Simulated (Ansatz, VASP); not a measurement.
SiF in VASP and in Ansatz

Contents of INCAR:

```
SYSTEM = SiF
PREC = Accurate ; ENCUT = 520
EDIFF = 1E-6 ; ISMEAR = -1
SIGMA = 0.05 ; LREAL = .FALSE.
LASPH = .TRUE. ; NELM = 60
ALGO = Normal ; ISIF = 2
LWAVE = .FALSE. ; LCHARG = .FALSE.
GGA = PE ; NBANDS = 12
```

File KPOINTS:

```
regular mesh
0
G
  12 12 12
  0 0 0
```

The input POSCAR:

```
SiF
1.0
    1.3296158367      0.7676529981      3.8721460573
   -1.3296158367      0.7676529981      3.8721460573
    0.0000000000     -1.5353059962      3.8721460573
Si F
1 1
Direct
    0.5000000000      0.5000000000      0.5000000000
    0.0000000000      0.0000000000      0.0000000000
```

Contents of input.yaml:

```yaml
crystal:
  lattice:
    - [1.3296158367, 0.7676529981, 3.8721460573]
    - [-1.3296158367, 0.7676529981, 3.8721460573]
    - [0.0, -1.5353059962, 3.8721460573]
  atoms:
    - { symbol: Si, position: [0.5, 0.5, 0.5] }
    - { symbol: F, position: [0.0, 0.0, 0.0] }
hamiltonian:
  xc: pbe
  pseudopotentials: { kind: paw, azcp: { folder: soft_1 } }
kpoints:
  mp_grid: { grid: [12, 12, 12] }
scf:
  occupations: { method: fermi_dirac, width: 0.05 }
output:
  forces: true
  stress: true
  eigenvalues: true
```

Alike in both runs: task single point; functional PBE; k mesh 12 × 12 × 12; occupations fermi-dirac, width 0.05 eV; no spin polarisation.

|  | VASP | Ansatz |
| --- | --- | --- |
| version | VASP 6.6.1 | Ansatz 0.2.0 |
| potentials or method | VASP PAW PBE potentials, release 64 (Si, F) | Ansatz PAW soft_1 |
| plane-wave cutoff (eV) | 520 | 420 |
| valence electrons in the cell | 11 | 11 |

VASP gave:

- gap on the k mesh at the Fermi level (eV): none
- pressure (GPa): 1.8
- traceless stress, the component that is largest in VASP (GPa): 0.66

Estimate Ansatz's values.

gap on the k mesh at the Fermi level (eV): none; pressure (GPa): 2.0; traceless stress, the component that is largest in VASP (GPa): 0.63.

A gap of «none» marks a metal or a gap that the smearing closes.
